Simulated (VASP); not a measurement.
# KF (Fm-3m) in VASP: single point with PBE

Aim: the single point of KF with PBE.

Everything below comes from runs of VASP 6.6.1. Logs are shortened: lines on timing, memory, paths and dates and some standing lists are left out, and cuts for length are marked.

## 1. The cell of the first run

Symmetry: Fm-3m, No. 225, cubic system. The conventional cell has a = 5.228 Å, b = 5.228 Å, c = 5.228 Å, α = 90.00°, β = 90.00°, γ = 90.00°. K (site symmetry m-3m) has 6 F at 2.61 Å within 3.4 Å. Within 3.4 Å of F (site symmetry m-3m) lie 6 K at 2.61 Å.

## 2. Single point, PBE (17.86 Å³/atom)

Input file INCAR:

```
PREC = Accurate
ENCUT = 600
EDIFF = 1E-6
ISMEAR = 0
SIGMA = 0.01
LREAL = F
LASPH = T
NELM = 120
ALGO = Normal
ISIF = 2
LWAVE = F
LCHARG = T
GGA = PE
LELF = T
LVHAR = T
NBANDS = 15
GGA_COMPAT = F
```

Input file KPOINTS:

```
regular mesh
0
Gamma
  6 6 6
```

Input file POSCAR:

```
KF
1.0
    0.0000000000      2.6138809035      2.6138809035
    2.6138809035      0.0000000000      2.6138809035
    2.6138809035      2.6138809035      0.0000000000
K F
1 1
Direct
    0.0000000000      0.0000000000      0.0000000000
    0.5000000000      0.5000000000      0.5000000000
```

Potentials or basis: VASP PAW PBE potentials, release 64 (K_sv, F).

On the command line:

```bash
cat potpaw_PBE.64/K_sv/POTCAR potpaw_PBE.64/F/POTCAR > POTCAR
mpirun -np 1 vasp_std > vasp.out
```

OUTCAR:

```text
PREC = Accurate
   ENCUT = 600
   EDIFF = 1E-6
   ISMEAR = 0
   LREAL = F
   LASPH = T
   NELM = 120
   ISIF = 2
   GGA = PE

 ion  position               nearest neighbor table
   1  0.000  0.000  0.000-   2 2.61   2 2.61   2 2.61   2 2.61   2 2.61   2 2.61
   2  0.500  0.500  0.500-   1 2.61   1 2.61   1 2.61   1 2.61   1 2.61   1 2.61

  LATTYP: Found a face centered cubic cell.
 ALAT       =     5.2277618070

  Lattice vectors:

 A1 = (   0.0000000000,   2.6138809035,   2.6138809035)
 A2 = (   2.6138809035,   0.0000000000,   2.6138809035)
 A3 = (   2.6138809035,   2.6138809035,   0.0000000000)

Analysis of symmetry for initial positions (statically):
=====================================================================
 Subroutine PRICEL returns:
 Original cell was already a primitive cell.

 Routine SETGRP: Setting up the symmetry group for a
 face centered cubic supercell.

 Subroutine GETGRP returns: Found 48 space group operations
 (whereof 48 operations were pure point group operations)
 out of a pool of 48 trial point group operations.

The static configuration has the point symmetry O_h .

Analysis of symmetry for dynamics (positions and initial velocities):
=====================================================================
 Subroutine PRICEL returns:
 Original cell was already a primitive cell.

 Routine SETGRP: Setting up the symmetry group for a
 face centered cubic supercell.

 Subroutine GETGRP returns: Found 48 space group operations
 (whereof 48 operations were pure point group operations)
 out of a pool of 48 trial point group operations.

The dynamic configuration has the point symmetry O_h .

 Subroutine INISYM returns: Found 48 space group operations
 (whereof 48 operations are pure point group operations),
 and found     1 'primitive' translations

----------------------------------------------------------------------------------------

                                     Primitive cell

  volume of cell :      35.7180

  direct lattice vectors                    reciprocal lattice vectors
     0.000000000  2.613880904  2.613880904    -0.191286450  0.191286450  0.191286450
     2.613880904  0.000000000  2.613880904     0.191286450 -0.191286450  0.191286450
     2.613880904  2.613880904  0.000000000     0.191286450  0.191286450 -0.191286450

  length of vectors
     3.696585824  3.696585824  3.696585824     0.331317851  0.331317851  0.331317851

  position of ions in fractional coordinates (direct lattice)
     0.000000000  0.000000000  0.000000000
     0.500000000  0.500000000  0.500000000

[... 78 lines left out ...]
   NELECT =      16.0000    total number of electrons
   NUPDOWN=      -1.0000    fix difference up-down
   EMIN   =  10.00;   EMAX   =-10.00  energy-range for DOS
   EFERMI =   0.00;   METHOD = LEGACY
   ISMEAR =     0;   SIGMA  =   0.01  broadening in eV -4-tet -1-fermi 0-gaus
   EFERMI_NEDOS =   21; number of points for ismear=-14 and -15
   IALGO  =     38    algorithm
   IMIX   =      4    mixing-type and parameters
     AMIX     =   0.40;   BMIX     =  1.00
     AMIX_MAG =   1.60;   BMIX_MAG =  1.00
  volume/ion in A,a.u.               =      17.86       120.52
  Fermi-wavevector in a.u.,A,eV,Ry     =   1.252619  2.367107 21.348284  1.569055
  Thomas-Fermi vector in A             =   2.386511
   LORBIT       =      0    0 simple, 1 ext, 2 COOP (PROOUT), +10 PAW based schemes
   GGA     = PE    functional components
   LHFCALC =     F    Hartree Fock is set to
   AEXX    =    0.0000 exact exchange contribution
   IVDW    =     0    specifies the selected vdW correction
   LEPSILON=     F    determine dielectric tensor
   LRPA    =     F    only Hartree local field effects (RPA)
 non-spin polarized calculation
 Gauss-broadening in eV      SIGMA  =   0.01
  energy-cutoff  :      600.00
  volume of cell :       35.72
 maximum number of plane-waves:      1243
 NGX is ok and might be reduce to    30
   NGX = 15   NGY = 15   NGZ = 15

 number of electron      16.0000009 magnetization

 Free energy of the ion-electron system (eV)
  ---------------------------------------------------
  ext. energy  EPLUGINS =         0.00000000
  ---------------------------------------------------
  free energy    TOTEN  =        -8.24756534 eV

  energy without entropy =       -8.24756534  energy(sigma->0) =       -8.24756534

 E-fermi :  -2.4788     XC(G=0):  -8.7070

 val. band max:       -2.6196056554   @ k =   0.0000   0.0000   0.0000
 cond. band min:       3.9065720072   @ k =   0.0000   0.0000   0.0000
 fundamental gap:      6.5261776626
 Fermi energy:        -2.4787832820

 k-point     1 :       0.0000    0.0000    0.0000
  band No.  band energies     occupation
      1     -28.5815      2.00000
      2     -21.3115      2.00000
      3     -11.7777      2.00000
      4     -11.7777      2.00000
      5     -11.7777      2.00000
      6      -2.6196      2.00000
      7      -2.6196      2.00000
      8      -2.6196      2.00000
      9       3.9066      0.00000
     10       8.2405      0.00000
     11       8.2405      0.00000
     12       8.2405      0.00000
     13      10.0029      0.00000
     14      10.0029      0.00000
[... 257 lines left out ...]
      2     -21.3717      2.00000
      3     -12.3588      2.00000
      4     -12.1457      2.00000
      5     -11.9150      2.00000
      6      -2.9736      2.00000
      7      -2.7831      2.00000
      8      -2.7203      2.00000
      9       6.4561      0.00000
     10       8.3394      0.00000
     11       8.7065      0.00000
     12      11.3377      0.00000
     13      12.0313      0.00000
     14      13.1539      0.00000
     15      13.2981      0.00000

------------------------ aborting loop because EDIFF is reached ----------------------------------------

  FORCE on cell =-STRESS in cart. coord.  units (eV):
  Direction    XX          YY          ZZ          XY          YZ          ZX
  --------------------------------------------------------------------------------------
  -------------------------------------------------------------------------------------
  Total        0.9297472      0.9297472      0.9297472      0.0000000      0.0000000      0.0000000
  in kB       41.7049969     41.7049969     41.7049969      0.0000000      0.0000000      0.0000000
  external PRESSURE =      41.7049969 kB  Pullay stress =       0.0000000 kB

 VOLUME and BASIS-vectors are now :
 -----------------------------------------------------------------------------
  energy-cutoff  :      600.00
  volume of cell :       35.72
      direct lattice vectors                 reciprocal lattice vectors
     0.000000000  2.613880904  2.613880904    -0.191286450  0.191286450  0.191286450
     2.613880904  0.000000000  2.613880904     0.191286450 -0.191286450  0.191286450
     2.613880904  2.613880904  0.000000000     0.191286450  0.191286450 -0.191286450

 POSITION                                       TOTAL-FORCE (eV/Angst)
 -----------------------------------------------------------------------------------
      0.00000      0.00000      0.00000        -0.000000     -0.000000     -0.000000
      2.61388      2.61388      2.61388         0.000000      0.000000      0.000000
 -----------------------------------------------------------------------------------
    total drift:                                0.000000      0.000000      0.000000

  FREE ENERGIE OF THE ION-ELECTRON SYSTEM (eV)
  ---------------------------------------------------
  free  energy   TOTEN  =        -8.2475653412 eV

  energy  without entropy=       -8.2475653412  energy(sigma->0) =       -8.24756534
```

OSZICAR:

```text
N       E                     dE             d eps       ncg     rms          rms(c)
DAV:   1     0.120065372990E+03    0.12007E+03   -0.89710E+03   480   0.116E+03
DAV:   2    -0.465330028718E+01   -0.12472E+03   -0.11363E+03   648   0.300E+02
DAV:   3    -0.936321436676E+01   -0.47099E+01   -0.46893E+01   599   0.527E+01
DAV:   4    -0.949202068812E+01   -0.12881E+00   -0.12878E+00   666   0.815E+00
DAV:   5    -0.949462036152E+01   -0.25997E-02   -0.25997E-02   639   0.997E-01    0.645E+00
DAV:   6    -0.827386221402E+01    0.12208E+01   -0.34054E+00   494   0.155E+01    0.443E+00
DAV:   7    -0.824908431808E+01    0.24778E-01   -0.68341E-02   592   0.229E+00    0.251E+00
DAV:   8    -0.824552628959E+01    0.35580E-02   -0.48439E-02   515   0.222E+00    0.194E-01
DAV:   9    -0.824693117031E+01   -0.14049E-02   -0.39902E-03   606   0.530E-01    0.124E-01
DAV:  10    -0.824745360608E+01   -0.52244E-03   -0.45926E-04   529   0.194E-01    0.559E-02
DAV:  11    -0.824756796603E+01   -0.11436E-03   -0.12519E-04   501   0.978E-02    0.209E-02
DAV:  12    -0.824756544546E+01    0.25206E-05   -0.15321E-05   586   0.405E-02    0.453E-03
DAV:  13    -0.824756534120E+01    0.10426E-06   -0.22665E-06   522   0.141E-02
   1 F= -.82475653E+01 E0= -.82475653E+01  d E =-.587930E-90
```

stdout:

```text
POSCAR found type information on POSCAR K F
 POSCAR found :  2 types and       2 ions
 scaLAPACK will be used
 LDA part: xc-table for (Slater+PW92), standard interpolation
 POSCAR, INCAR and KPOINTS ok, starting setup
 FFT: planning ... GRIDC
 FFT: planning ... GRID_SOFT
 FFT: planning ... GRID
 WAVECAR not read
 entering main loop
```

Run time: 26 s. Hardware: 1 thread of AMD EPYC 7R13, shared host; peak memory 0.14 GiB.

Results:

| Item | Value |
| --- | --- |
| Free energy | -8.2476 eV |
| Pressure | 4.2 GPa |
| Band gap on the k mesh | 6.53 eV |

Caveat: the cell stands under pressure.
